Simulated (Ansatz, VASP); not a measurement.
## One calculation of Al4In, two programs

File INCAR:

```
SYSTEM = Al4In
PREC = Accurate
ENCUT = 600
EDIFF = 1E-6
ISMEAR = 0
SIGMA = 0.1
LREAL = .FALSE.
LASPH = .TRUE.
NELM = 80
ALGO = Normal
ISIF = 3
LWAVE = .FALSE.
LCHARG = .FALSE.
GGA = PE
IBRION = 2
NSW = 100
EDIFFG = -0.01
```

The input KPOINTS:

```
regular mesh
0
G
  8 8 8
  0 0 0
```

The input POSCAR:

```
Al4In
1.0
   -3.1310103472      3.1310103472      3.1310103472
    3.1310103472     -3.1310103472      3.1310103472
    3.1310103472      3.1310103472     -3.1310103472
Al In
4 1
Direct
    0.5000000000      0.5000000000      0.5000000000
    0.5000000000      0.0000000000      0.0000000000
    0.0000000000      0.0000000000      0.5000000000
    0.0000000000      0.5000000000      0.0000000000
    0.0000000000      0.0000000000      0.0000000000
```

Input for Ansatz:

```yaml
crystal:
  lattice:
    - [-3.1310103472, 3.1310103472, 3.1310103472]
    - [3.1310103472, -3.1310103472, 3.1310103472]
    - [3.1310103472, 3.1310103472, -3.1310103472]
  atoms:
    - { symbol: Al, position: [0.5, 0.5, 0.5] }
    - { symbol: Al, position: [0.5, 0.0, 0.0] }
    - { symbol: Al, position: [0.0, 0.0, 0.5] }
    - { symbol: Al, position: [0.0, 0.5, 0.0] }
    - { symbol: In, position: [0.0, 0.0, 0.0] }
basis:
  ecutwfc: 420
kpoints:
  mp_grid: { grid: [8, 8, 8] }
hamiltonian:
  xc: pbe
scf:
  occupations: { method: gaussian, width: 0.1 }
output:
  forces: true
  stress: true
  eigenvalues: true
relax:
  adjacent_minimum: "off"
  f_tol: 0.01
  max_steps: 80
  cell: { stress_tol: 0.05 }
```

Change from the starting cell: species swapped into the GeF4 type (I-43m, No. 217).

Alike in both runs: task relaxation of cell and atoms; functional PBE; k mesh 8 × 8 × 8; occupations gaussian, width 0.1 eV; no spin polarisation.

|  | VASP | Ansatz |
| --- | --- | --- |
| version | VASP 6.6.1 | Ansatz 0.2.0 |
| potentials or method | VASP PAW PBE potentials, release 64 (Al, In_d), cutoff 600 eV | scalar-relativistic, plane waves, PAW |
| valence electrons in the cell | 25 | 25 |

VASP gave:

```
gap on the k mesh at the Fermi level, each at its own relaxed structure (eV) : none
relaxed volume (Å³/atom)                                                     : 24.62
relaxed cell length with the largest relative difference (Å)                 : 5.428
```

Question: What did Ansatz give for the same quantities?

Answer: gap on the k mesh at the Fermi level, each at its own relaxed structure (eV): none; relaxed volume (Å³/atom): 24.64; relaxed cell length with the largest relative difference (Å): 5.430.

A gap of «none» marks a metal or a gap that the smearing closes.

Noted on VASP's run: too few bands were computed for a metal, which touches its energy and stress.
